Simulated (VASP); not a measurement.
Runs of VASP 6.6.1 on SiGe3. The structure is that of space group P-6m2 (No. 187), or close to it. The cells are those of the table. 

| task | cell | k mesh | cutoff (eV) | gap on the mesh (eV) | pressure (GPa) | largest force (eV/Å) |
| --- | --- | --- | --- | --- | --- | --- |
| single point | a = 2.948, b = 2.948, c = 9.611 Å, angles 90.0, 90.0, 120.0°, 4 atoms | 6 × 6 × 2 | 520 | none | 0.0 | 0.01 |
| relaxation of cell and atoms | relaxed from a = 2.987, b = 2.987, c = 9.454 Å, angles 90.0, 90.0, 120.0°, 4 atoms | 6 × 6 × 2 | 600 | - | 0.1 | 0.03 |
| single point | a = 2.955, b = 2.955, c = 9.642 Å, angles 90.0, 90.0, 120.0°, 4 atoms | 18 × 18 × 6 | 520 | none | 0.0 | - |
| single point | a = 2.987, b = 2.987, c = 9.454 Å, angles 90.0, 90.0, 120.0°, 4 atoms | 6 × 6 × 2 | 520 | none | -0.8 | (a) |

Alike in all rows: level PBE; potentials or basis VASP PAW PBE potentials, release 64 (Si, Ge_d); no spin polarisation; smearing gaussian 0.1 eV.

Fill in the values left out.

(a) 0.42.

Caveats: some runs use coarse meshes; the bands computed are all filled at some k points, so no gap is given (some runs).

A k mesh can miss the band edges, and the runs leave out spin-orbit coupling on Ge.

A gap of «none» marks levels without a gap at the run's occupations.
